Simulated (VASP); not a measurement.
# Sc2Al5 in VASP: a series of runs

Runs on Sc2Al5. Level: PBE. Tasks: single point.

Program: VASP 6.6.1. These are calculated values, not measurements. Logs are shortened: lines on timing, memory, paths and dates and some standing lists are left out, and cuts for length are marked.

## 1. The cell of the first run

The cell holds a slab with vacuum, 14 atoms: a = 4.105 Å, b = 5.806 Å, c = 18.709 Å, α = 90.00°, β = 90.00°, γ = 90.00°.

## 2. Single point, PBE

File INCAR:

```
PREC     = Accurate       # precision mode
ENCUT    = 520            # plane-wave cutoff, eV
EDIFF    = 1E-7           # SCF threshold, eV
ISMEAR   = 0              # smearing method
SIGMA    = 0.1            # smearing width, eV
LREAL    = False          # projectors in reciprocal space
LASPH    = True           # aspherical terms in the spheres
NELM     = 100            # most SCF steps
ALGO     = Normal         # electronic algorithm
ISIF     = 2              # what is computed and relaxed
LWAVE    = False          # write WAVECAR
LCHARG   = False          # write CHGCAR
LDIPOL   = True         
IDIPOL   = 3            
DIPOL    = 0.5 0.5 0.500
GGA      = PE             # functional
NBANDS   = 50             # bands
```

File KPOINTS:

```
Automatic mesh
0
Gamma
  9 6 1
```

File POSCAR:

```
Sc2Al5
1.0
    4.1053305968      0.0000000000      0.0000000000
    0.0000000000      5.8058142080      0.0000000000
    0.0000000000      0.0000000000     18.7087213121
Sc Al
4 10
Direct
    0.0000000000      0.5000000000      0.2672550367
    0.0000000000      0.0000000000      0.4224183456
    0.0000000000      0.5000000000      0.5775816544
    0.0000000000      0.0000000000      0.7327449633
    0.0000000000      0.0000000000      0.2672550367
    0.5000000000      0.2500000000      0.3448366911
    0.5000000000      0.7500000000      0.3448366911
    0.0000000000      0.5000000000      0.4224183456
    0.5000000000      0.7500000000      0.5000000000
    0.5000000000      0.2500000000      0.5000000000
    0.0000000000      0.0000000000      0.5775816544
    0.5000000000      0.2500000000      0.6551633089
    0.5000000000      0.7500000000      0.6551633089
    0.0000000000      0.5000000000      0.7327449633
```

Potentials or basis: VASP PAW PBE potentials, release 64 (Sc_sv, Al).

Run with:

```
cat potpaw_PBE.64/Sc_sv/POTCAR potpaw_PBE.64/Al/POTCAR > POTCAR
mpirun -np 1 vasp_std > vasp.out
```

OUTCAR:

```text
PREC = Accurate
   ENCUT = 520
   EDIFF = 1E-7
   ISMEAR = 0
   LREAL = False
   LASPH = True
   NELM = 100
   ISIF = 2
   GGA = PE

 ion  position               nearest neighbor table
   1  0.000  0.500  0.267-   6 2.90   7 2.90   6 2.90   7 2.90   5 2.90   5 2.90   8 2.90
   2  0.000  0.000  0.422-  11 2.90  10 2.90   9 2.90   9 2.90  10 2.90   8 2.90   8 2.90   5 2.90
                             6 2.90   7 2.90   7 2.90   6 2.90
   3  0.000  0.500  0.578-   8 2.90   9 2.90  10 2.90   9 2.90  10 2.90  11 2.90  11 2.90  14 2.90
                            12 2.90  13 2.90  12 2.90  13 2.90
   4  0.000  0.000  0.733-  12 2.90  13 2.90  12 2.90  13 2.90  14 2.90  14 2.90  11 2.90
   5  0.000  0.000  0.267-   6 2.90   7 2.90   6 2.90   7 2.90   1 2.90   1 2.90   2 2.90
   6  0.500  0.250  0.345-   1 2.90   5 2.90   1 2.90   5 2.90   7 2.90   7 2.90  10 2.90   2 2.90
                             2 2.90   8 2.90   8 2.90
   7  0.500  0.750  0.345-   1 2.90   5 2.90   1 2.90   5 2.90   6 2.90   6 2.90   9 2.90   2 2.90
                             2 2.90   8 2.90   8 2.90
   8  0.000  0.500  0.422-   3 2.90   9 2.90  10 2.90   9 2.90  10 2.90   2 2.90   2 2.90   1 2.90
                             6 2.90   7 2.90   7 2.90   6 2.90
   9  0.500  0.750  0.500-   2 2.90   3 2.90   8 2.90  11 2.90   2 2.90   3 2.90   8 2.90  11 2.90
                            10 2.90  10 2.90  13 2.90   7 2.90
  10  0.500  0.250  0.500-   2 2.90   3 2.90   8 2.90  11 2.90   2 2.90   3 2.90   8 2.90  11 2.90
                             9 2.90   9 2.90  12 2.90   6 2.90
  11  0.000  0.000  0.578-   2 2.90   9 2.90  10 2.90   9 2.90  10 2.90   3 2.90   3 2.90   4 2.90
                            13 2.90  12 2.90  12 2.90  13 2.90
  12  0.500  0.250  0.655-   4 2.90  14 2.90   4 2.90  14 2.90  13 2.90  13 2.90  10 2.90   3 2.90
                            11 2.90  11 2.90   3 2.90
  13  0.500  0.750  0.655-   4 2.90  14 2.90   4 2.90  14 2.90  12 2.90  12 2.90   9 2.90   3 2.90
                            11 2.90  11 2.90   3 2.90
  14  0.000  0.500  0.733-  12 2.90  13 2.90  12 2.90  13 2.90   4 2.90   4 2.90   3 2.90

  LATTYP: Found a simple orthorhombic cell.
 ALAT       =     4.1053305968
 B/A-ratio  =     1.4142135624
 C/A-ratio  =     4.5571777646

  Lattice vectors:

 A1 = (   4.1053305968,   0.0000000000,   0.0000000000)
 A2 = (   0.0000000000,   5.8058142080,   0.0000000000)
 A3 = (   0.0000000000,   0.0000000000,  18.7087213121)

Analysis of symmetry for initial positions (statically):
=====================================================================
 Subroutine PRICEL returns:
 Original cell was already a primitive cell.

 Routine SETGRP: Setting up the symmetry group for a
 simple orthorhombic supercell.

 Subroutine GETGRP returns: Found  8 space group operations
 (whereof  4 operations were pure point group operations)
 out of a pool of  8 trial point group operations.

The static configuration has the point symmetry C_2v.
 The point group associated with its full space group is D_2h.

[... 163 lines left out ...]
 non-spin polarized calculation
 Gauss-broadening in eV      SIGMA  =   0.10
  energy-cutoff  :      520.00
  volume of cell :      445.92
 maximum number of plane-waves:     12034
 NGX is ok and might be reduce to    32
   NGX = 15   NGY = 21   NGZ = 69

 dipolmoment           0.000000      0.000000     -0.000000 electrons x Angstroem

 number of electron      73.9999995 magnetization

 dipolmoment           0.000000      0.000000      0.000000 electrons x Angstroem

 Free energy of the ion-electron system (eV)
  ---------------------------------------------------
  ext. energy  EPLUGINS =         0.00000000
  ---------------------------------------------------
  free energy    TOTEN  =       -64.65449792 eV

  energy without entropy =      -64.61877994  energy(sigma->0) =      -64.63663893

 E-fermi :   2.2513     XC(G=0):  -6.7660

 val. band max:        2.2401837319   @ k =   0.3333   0.0000   0.0000
 cond. band min:       2.2834819018   @ k =   0.1111   0.0000   0.0000
 fundamental gap:      0.0432981699
 Fermi energy:         2.2513371119

 k-point     1 :       0.0000    0.0000    0.0000
  band No.  band energies     occupation
      1     -47.5828      2.00000
      2     -47.5828      2.00000
      3     -46.6837      2.00000
      4     -46.6825      2.00000
      5     -26.4061      2.00000
      6     -26.4061      2.00000
[... 1029 lines left out ...]
     48       4.2049      0.00000
     49       4.4704      0.00000
 [bands above 49 left out]

------------------------ aborting loop because EDIFF is reached ----------------------------------------

 vacuum level on the upper side and lower side of the slab       (xc-potential included)        -0.861        -0.861

  FORCE on cell =-STRESS in cart. coord.  units (eV):
  Direction    XX          YY          ZZ          XY          YZ          ZX
  --------------------------------------------------------------------------------------
  -------------------------------------------------------------------------------------
  Total       -3.7578361     -4.2445632      1.6376245      0.0000000      0.0000000      0.0000000
  in kB      -13.5018424    -15.2506450      5.8839575      0.0000000      0.0000000      0.0000000
  external PRESSURE =      -7.6228433 kB  Pullay stress =       0.0000000 kB

 VOLUME and BASIS-vectors are now :
 -----------------------------------------------------------------------------
  energy-cutoff  :      520.00
  volume of cell :      445.92
      direct lattice vectors                 reciprocal lattice vectors
     4.105330597  0.000000000  0.000000000     0.243585742  0.000000000  0.000000000
     0.000000000  5.805814208  0.000000000     0.000000000  0.172241130  0.000000000
     0.000000000  0.000000000 18.708721312     0.000000000  0.000000000  0.053451007

 POSITION                                       TOTAL-FORCE (eV/Angst)
 -----------------------------------------------------------------------------------
      0.00000      2.90291      5.00000        -0.000000      0.000000      0.196687
      0.00000      0.00000      7.90291        -0.000000      0.000000      0.411978
      0.00000      2.90291     10.80581        -0.000000      0.000000     -0.411978
      0.00000      0.00000     13.70872        -0.000000      0.000000     -0.196687
      0.00000      0.00000      5.00000        -0.000000      0.000000     -0.060622
      2.05267      1.45145      6.45145         0.000000      0.045256     -0.365287
      2.05267      4.35436      6.45145        -0.000000     -0.045256     -0.365287
      0.00000      2.90291      7.90291        -0.000000      0.000000      0.053011
      2.05267      4.35436      9.35436        -0.000000      0.000000      0.000000
      2.05267      1.45145      9.35436        -0.000000      0.000000      0.000000
      0.00000      0.00000     10.80581        -0.000000      0.000000     -0.053011
      2.05267      1.45145     12.25727        -0.000000     -0.045256      0.365287
      2.05267      4.35436     12.25727        -0.000000      0.045256      0.365287
      0.00000      2.90291     13.70872        -0.000000      0.000000      0.060622
 -----------------------------------------------------------------------------------
    total drift:                                0.000000      0.000000      0.000000

  FREE ENERGIE OF THE ION-ELECTRON SYSTEM (eV)
  ---------------------------------------------------
  free  energy   TOTEN  =       -64.6544979191 eV

  energy  without entropy=      -64.6187799384  energy(sigma->0) =      -64.63663893

 vacuum level on the upper side and lower side of the slab         4.962         4.962
```

OSZICAR:

```text
N       E                     dE             d eps       ncg     rms          rms(c)
DAV:   1     0.974931217016E+03    0.97493E+03   -0.29380E+04  2240   0.124E+03
DAV:   2     0.476297430567E+02   -0.92730E+03   -0.90716E+03  2760   0.490E+02
DAV:   3    -0.658231467199E+02   -0.11345E+03   -0.10899E+03  3376   0.200E+02
[... 14 lines left out ...]
DAV:  18    -0.646544952690E+02   -0.35650E-04   -0.35977E-05  2936   0.244E-02    0.264E-03
DAV:  19    -0.646544976583E+02   -0.23893E-05   -0.43719E-06  2640   0.847E-03    0.193E-03
DAV:  20    -0.646544977638E+02   -0.10546E-06   -0.40487E-07  2200   0.409E-03    0.763E-04
DAV:  21    -0.646544978718E+02   -0.10806E-06   -0.99042E-08  1896   0.187E-03    0.251E-04
DAV:  22    -0.646544979191E+02   -0.47275E-07   -0.31355E-08  1656   0.161E-03
   1 F= -.64654498E+02 E0= -.64636639E+02  d E =-.357180E-01
```

It took 6.4 min on 1 thread of Intel Xeon 6975P-C (Granite Rapids), shared host; peak memory 0.71 GiB.

Results:

```yaml
Free_energy: -64.6545 eV
Largest_force: 0.412 eV/Å
Band_gap_on_the_k_mesh: zero (bands 37 and 38 overlap by 0.49 eV)
```

Forces on the atoms (eV/Å):
```
Sc   0.000  0.000  0.197
Sc   0.000  0.000  0.412
Sc   0.000  0.000 -0.412
Sc   0.000  0.000 -0.197
Al   0.000  0.000 -0.061
Al   0.000  0.045 -0.365
Al   0.000 -0.045 -0.365
Al   0.000  0.000  0.053
Al   0.000  0.000  0.000
Al   0.000  0.000  0.000
Al   0.000  0.000 -0.053
Al   0.000 -0.045  0.365
Al   0.000  0.045  0.365
Al   0.000  0.000  0.061
```

Levels at points of the mesh, in eV from the Fermi level:
```csv
k point,band 33,band 34,band 35,band 36,band 37,band 38,band 39,band 40,band 41,band 42
"(0.00, 0.00, 0.00)",-0.83,-0.67,-0.49,-0.18,0.17,0.40,0.81,0.94,1.10,1.11
"(0.00, 0.50, 0.00)",-0.70,-0.70,-0.56,-0.56,0.35,0.35,0.51,0.51,1.18,1.18
```

## 3. Single point, PBE

This run uses another cell than the first one.

File INCAR:

```
SYSTEM = Sc2Al5
  PREC = Accurate
  ENCUT = 520
  EDIFF = 1E-6
  ISMEAR = 0
  SIGMA = 0.1
  LREAL = .FALSE.
  LASPH = .TRUE.
  NELM = 60
  ALGO = Normal
  ISIF = 2
  LWAVE = .FALSE.
  LCHARG = .FALSE.
  LDIPOL = .TRUE.
  IDIPOL = 3
  DIPOL = 0.5 0.5 0.500
  GGA = PE
  NBANDS = 50
```

File KPOINTS:

```
Automatic mesh
0
G
  9 6 1
  0 0 0
```

File POSCAR:

```
Sc2Al5
1.0
    4.1053305968      0.0000000000      0.0000000000
    0.0000000000      5.8058142080      0.0000000000
    0.0000000000      0.0000000000     23.7087213121
Sc Al
4 10
Direct
    0.0000000000      0.5000000000      0.3163392872
    0.0000000000      0.0000000000      0.4387797624
    0.0000000000      0.5000000000      0.5612202376
    0.0000000000      0.0000000000      0.6836607128
    0.0000000000      0.0000000000      0.3163392872
    0.5000000000      0.2500000000      0.3775595248
    0.5000000000      0.7500000000      0.3775595248
    0.0000000000      0.5000000000      0.4387797624
    0.5000000000      0.7500000000      0.5000000000
    0.5000000000      0.2500000000      0.5000000000
    0.0000000000      0.0000000000      0.5612202376
    0.5000000000      0.2500000000      0.6224404752
    0.5000000000      0.7500000000      0.6224404752
    0.0000000000      0.5000000000      0.6836607128
```

Potentials or basis: VASP PAW PBE potentials, release 64 (Sc_sv, Al).

Run with:

```
cat potpaw_PBE.64/Sc_sv/POTCAR potpaw_PBE.64/Al/POTCAR > POTCAR
mpirun -np 1 vasp_std > vasp.out
```

OUTCAR:

```text
SYSTEM = Sc2Al5
   PREC = Accurate
   ENCUT = 520
   EDIFF = 1E-6
   ISMEAR = 0
   LREAL = .FALSE.
   LASPH = .TRUE.
   NELM = 60
   ISIF = 2
   GGA = PE

 ion  position               nearest neighbor table
   1  0.000  0.500  0.316-   8 2.90   7 2.90   6 2.90   6 2.90   7 2.90   5 2.90   5 2.90
   2  0.000  0.000  0.439-  11 2.90   5 2.90  10 2.90   9 2.90   9 2.90  10 2.90   6 2.90   7 2.90
                             7 2.90   6 2.90   8 2.90   8 2.90
   3  0.000  0.500  0.561-   8 2.90  14 2.90  10 2.90   9 2.90   9 2.90  10 2.90  13 2.90  12 2.90
                            12 2.90  13 2.90  11 2.90  11 2.90
   4  0.000  0.000  0.684-  11 2.90  12 2.90  13 2.90  12 2.90  13 2.90  14 2.90  14 2.90
   5  0.000  0.000  0.316-   2 2.90   6 2.90   7 2.90   6 2.90   7 2.90   1 2.90   1 2.90
   6  0.500  0.250  0.378-  10 2.90   5 2.90   1 2.90   1 2.90   5 2.90   8 2.90   2 2.90   2 2.90
                             8 2.90   7 2.90   7 2.90
   7  0.500  0.750  0.378-   9 2.90   5 2.90   1 2.90   1 2.90   5 2.90   8 2.90   2 2.90   2 2.90
                             8 2.90   6 2.90   6 2.90
   8  0.000  0.500  0.439-   3 2.90   1 2.90   9 2.90  10 2.90   9 2.90  10 2.90   6 2.90   7 2.90
                             6 2.90   7 2.90   2 2.90   2 2.90
   9  0.500  0.750  0.500-   7 2.90  13 2.90   2 2.90   8 2.90  11 2.90   3 2.90   2 2.90   3 2.90
                             8 2.90  11 2.90  10 2.90  10 2.90
  10  0.500  0.250  0.500-   6 2.90  12 2.90   2 2.90   8 2.90  11 2.90   3 2.90   2 2.90   3 2.90
                             8 2.90  11 2.90   9 2.90   9 2.90
  11  0.000  0.000  0.561-   2 2.90   4 2.90   9 2.90  10 2.90   9 2.90  10 2.90  12 2.90  13 2.90
                            12 2.90  13 2.90   3 2.90   3 2.90
  12  0.500  0.250  0.622-  10 2.90   4 2.90  14 2.90   4 2.90  14 2.90   3 2.90  11 2.90  11 2.90
                             3 2.90  13 2.90  13 2.90
  13  0.500  0.750  0.622-   9 2.90   4 2.90  14 2.90   4 2.90  14 2.90   3 2.90  11 2.90  11 2.90
                             3 2.90  12 2.90  12 2.90
  14  0.000  0.500  0.684-   3 2.90  12 2.90  13 2.90  12 2.90  13 2.90   4 2.90   4 2.90

  LATTYP: Found a simple orthorhombic cell.
 ALAT       =     4.1053305968
 B/A-ratio  =     1.4142135624
 C/A-ratio  =     5.7751064751

  Lattice vectors:

 A1 = (   4.1053305968,   0.0000000000,   0.0000000000)
[... 198 lines left out ...]

  energy without entropy =      -64.61864475  energy(sigma->0) =      -64.63646296

 E-fermi :   1.0246     XC(G=0):  -5.3940

 val. band max:        1.0143764783   @ k =   0.3333   0.0000   0.0000
 cond. band min:       1.0563095326   @ k =   0.1111   0.0000   0.0000
 fundamental gap:      0.0419330543
 Fermi energy:         1.0245797639

 k-point     1 :       0.0000    0.0000    0.0000
  band No.  band energies     occupation
      1     -48.8097      2.00000
      2     -48.8097      2.00000
      3     -47.9110      2.00000
      4     -47.9098      2.00000
      5     -27.6332      2.00000
      6     -27.6332      2.00000
[... 1029 lines left out ...]
     48       2.9777      0.00000
     49       3.2393      0.00000
 [bands above 49 left out]

------------------------ aborting loop because EDIFF is reached ----------------------------------------

 vacuum level on the upper side and lower side of the slab       (xc-potential included)        -0.173        -0.173

  FORCE on cell =-STRESS in cart. coord.  units (eV):
  Direction    XX          YY          ZZ          XY          YZ          ZX
  --------------------------------------------------------------------------------------
  -------------------------------------------------------------------------------------
  Total       -3.7541214     -4.2451376      1.6439456      0.0000000      0.0000000      0.0000000
  in kB      -10.6438684    -12.0360214      4.6609948      0.0000000      0.0000000      0.0000000
  external PRESSURE =      -6.0062983 kB  Pullay stress =       0.0000000 kB

 VOLUME and BASIS-vectors are now :
 -----------------------------------------------------------------------------
  energy-cutoff  :      520.00
  volume of cell :      565.09
      direct lattice vectors                 reciprocal lattice vectors
     4.105330597  0.000000000  0.000000000     0.243585742  0.000000000  0.000000000
     0.000000000  5.805814208  0.000000000     0.000000000  0.172241130  0.000000000
     0.000000000  0.000000000 23.708721312     0.000000000  0.000000000  0.042178572

 POSITION                                       TOTAL-FORCE (eV/Angst)
 -----------------------------------------------------------------------------------
      0.00000      2.90291      7.50000         0.000000     -0.000000      0.197768
      0.00000      0.00000     10.40291         0.000000     -0.000000      0.412044
      0.00000      2.90291     13.30581         0.000000     -0.000000     -0.412044
      0.00000      0.00000     16.20872         0.000000     -0.000000     -0.197768
      0.00000      0.00000      7.50000         0.000000     -0.000000     -0.060381
      2.05267      1.45145      8.95145         0.000000      0.045551     -0.365216
      2.05267      4.35436      8.95145         0.000000     -0.045551     -0.365216
      0.00000      2.90291     10.40291         0.000000     -0.000000      0.052992
      2.05267      4.35436     11.85436         0.000000     -0.000000     -0.000000
      2.05267      1.45145     11.85436         0.000000     -0.000000     -0.000000
      0.00000      0.00000     13.30581         0.000000     -0.000000     -0.052992
      2.05267      1.45145     14.75727         0.000000     -0.045551      0.365216
      2.05267      4.35436     14.75727         0.000000      0.045551      0.365216
      0.00000      2.90291     16.20872         0.000000     -0.000000      0.060381
 -----------------------------------------------------------------------------------
    total drift:                               -0.000000      0.000000      0.000000

  FREE ENERGIE OF THE ION-ELECTRON SYSTEM (eV)
  ---------------------------------------------------
  free  energy   TOTEN  =       -64.6542811708 eV

  energy  without entropy=      -64.6186447544  energy(sigma->0) =      -64.63646296

 vacuum level on the upper side and lower side of the slab         4.465         4.465
```

OSZICAR:

```text
N       E                     dE             d eps       ncg     rms          rms(c)
DAV:   1     0.938226403920E+03    0.93823E+03   -0.29203E+04  2368   0.119E+03
DAV:   2     0.439976424788E+02   -0.89423E+03   -0.87434E+03  2880   0.464E+02
DAV:   3    -0.668359117951E+02   -0.11083E+03   -0.10667E+03  3408   0.200E+02
[... 16 lines left out ...]
DAV:  20    -0.646541924386E+02   -0.15035E-03   -0.10662E-05  1936   0.103E-02    0.196E-03
DAV:  21    -0.646542625290E+02   -0.70090E-04   -0.92527E-06  2032   0.764E-03    0.148E-03
DAV:  22    -0.646542775461E+02   -0.15017E-04   -0.13786E-06  2016   0.423E-03    0.754E-04
DAV:  23    -0.646542802655E+02   -0.27193E-05   -0.17918E-07  1720   0.229E-03    0.406E-04
DAV:  24    -0.646542811708E+02   -0.90539E-06   -0.73198E-08  1608   0.195E-03
   1 F= -.64654281E+02 E0= -.64636463E+02  d E =-.356364E-01
```

stdout:

```text
POSCAR found type information on POSCAR ScAl
 POSCAR found :  2 types and      14 ions
 scaLAPACK will be used
 LDA part: xc-table for (Slater+PW92), standard interpolation
 POSCAR, INCAR and KPOINTS ok, starting setup
 FFT: planning ... GRIDC
 FFT: planning ... GRID_SOFT
 FFT: planning ... GRID
 WAVECAR not read
 entering main loop
```

Wall time 9.5 min (1 thread of Intel Xeon 6975P-C (Granite Rapids), shared host); peak memory 0.85 GiB.

Results:

```
Free energy            : -64.6543 eV
Largest force          : 0.412 eV/Å
Band gap on the k mesh : zero (bands 37 and 38 overlap by 0.49 eV)
```

Forces on the atoms (eV/Å):
```
Sc   0.000  0.000  0.198
Sc   0.000  0.000  0.412
Sc   0.000  0.000 -0.412
Sc   0.000  0.000 -0.198
Al   0.000  0.000 -0.060
Al   0.000  0.046 -0.365
Al   0.000 -0.046 -0.365
Al   0.000  0.000  0.053
Al   0.000  0.000  0.000
Al   0.000  0.000  0.000
Al   0.000  0.000 -0.053
Al   0.000 -0.046  0.365
Al   0.000  0.046  0.365
Al   0.000  0.000  0.060
```

The gap in the log of VASP goes by the Fermi energy; the results here count the filled bands.